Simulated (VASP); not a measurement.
Write the native input for VASP 6.6.1 that does the following.

```yaml
Task: relaxation of cell and atoms
Functional: PBE
Potentials_or_basis: VASP PAW PBE potentials, release 64 (Pt)
Cutoff: 600 eV
k_mesh: 13 × 13 × 13
Occupations: fermi-dirac, width 0.1 eV
Spin: no spin polarisation
Target_pressure: 41 GPa
Dipole_correction: no
Further_INCAR_settings: ALGO = Normal; EDIFF = 1e-07; IBRION = 2; EDIFFG = -0.005; NSW = 32; ISIF = 3
```

The structure of Pt lies in POSCAR:

```
Pt
1.0
    0.0000000000      2.6971952597      2.6971952597
    2.6971952597      0.0000000000      2.6971952597
    2.6971952597      2.6971952597      0.0000000000
Pt
2
Direct
   -0.1250000000     -0.1250000000     -0.1250000000
    0.1250000000      0.1250000000      0.1250000000
```

One way to write it, as run:

INCAR

```
SYSTEM = Pt
  ALGO = Normal
  EDIFF = 1E-7
  EDIFFG = -0.005
  ENCUT = 600
  GGA = PE
  IBRION = 2
  ISIF = 3
  ISMEAR = -1
  LASPH = .TRUE.
  LCHARG = .FALSE.
  LREAL = .FALSE.
  LWAVE = .FALSE.
  NELM = 60
  NSW = 32
  PREC = Accurate
  PSTRESS = 410.0
  SIGMA = 0.1
```

KPOINTS

```
k-points
0
G
  13 13 13
  0 0 0
```

Potentials or basis: VASP PAW PBE potentials, release 64 (Pt).

The run is started by

```bash
$ cat potpaw_PBE.64/Pt/POTCAR > POTCAR
$ mpirun -np 1 vasp_std > vasp.out
```

Results of the run:

* Relaxed volume: 19.53 Å³/atom
* Relaxed cell: a = 3.809 Å, b = 3.809 Å, c = 3.809 Å, α = 60.00°, β = 60.00°, γ = 60.00°
* Space group after relaxing (to 0.05 Å): Fd-3m (No. 227)
* Energy change on relaxing (the enthalpy is what falls): +22.4 meV/atom
* Ionic steps: 3
* Pressure after relaxing: 41.0 GPa
* Band gap on the k mesh: zero (band 10 reaches 8.25 eV, above the bottom of band 11 at 7.47 eV)

Caveat: the cell is relaxed towards a set pressure, so the enthalpy falls and the energy may rise; spin-orbit coupling is left out, which moves the levels of the heavy elements.

It took 73 s on 1 thread of Intel(R) Xeon(R) 6975P-C (Granite Rapids), on a shared host, peak memory 0.21 GiB.
